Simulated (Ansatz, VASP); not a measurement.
**C: VASP beside Ansatz**

Contents of INCAR:

```
PREC = Accurate ; ENCUT = 520
EDIFF = 1E-8 ; ISMEAR = -1
SIGMA = 0.08 ; LREAL = False
LASPH = True ; NELM = 100
ALGO = Normal ; ISIF = 2
LWAVE = False ; LCHARG = False
GGA = PE ; LEFG = True
NBANDS = 11
```

The input KPOINTS:

```
Automatic mesh
0
Gamma
  20 20 20
```

The input POSCAR:

```
C
1.0
    0.0000000000      1.7655660000      1.7834000000
    1.7655660000      0.0000000000      1.7834000000
    1.7655660000      1.7655660000      0.0000000000
C
2
Direct
    0.5000000000      0.5000000000      0.5000000000
    0.7500000000      0.7500000000      0.7500000000
```

Input for Ansatz:

```yaml
crystal:
  lattice:
    - [0.0, 1.765566, 1.7834]
    - [1.765566, 0.0, 1.7834]
    - [1.765566, 1.765566, 0.0]
  atoms:
    - { symbol: C, position: [0.5, 0.5, 0.5] }
    - { symbol: C, position: [0.75, 0.75, 0.75] }
kpoints:
  mp_grid: { grid: [20, 20, 20] }
scf:
  occupations: { method: fermi_dirac, width: 0.08 }
hamiltonian:
  xc: pbe
  pseudopotentials: { kind: paw }
output:
  forces: true
  stress: true
  eigenvalues: true
  efg: { contact_densities: true }
  write_density: true
  write_potential: true
  elf: true
  volumetric_format: npy
```

Change from the starting cell: equal xx and yy strain of -1 %, PAW files.

Alike in both runs: task electric field gradients; functional PBE; k mesh 20 × 20 × 20; occupations fermi-dirac, width 0.08 eV; no spin polarisation.

|  | VASP | Ansatz |
| --- | --- | --- |
| version | VASP 6.6.1 | Ansatz 0.2.0 |
| potentials or method | VASP PAW PBE potentials, release 64 (C) | PAW with Ansatz's default frozen-core files, scalar-relativistic |
| plane-wave cutoff (eV) | 520 | 420 |
| valence electrons in the cell | 8 | 8 |

```tsv
	VASP	Ansatz	Ansatz less VASP
gap on the k mesh at the Fermi level (eV)	4.05	4.05	+0.005
pressure (GPa)	11.7	10.9	-0.77
traceless stress, the component that is largest in VASP (GPa)	-6.43	-6.44	-0.004
size of Vzz on the site where it differs most (V/Å²)	0.4	0.5	+0.10
```
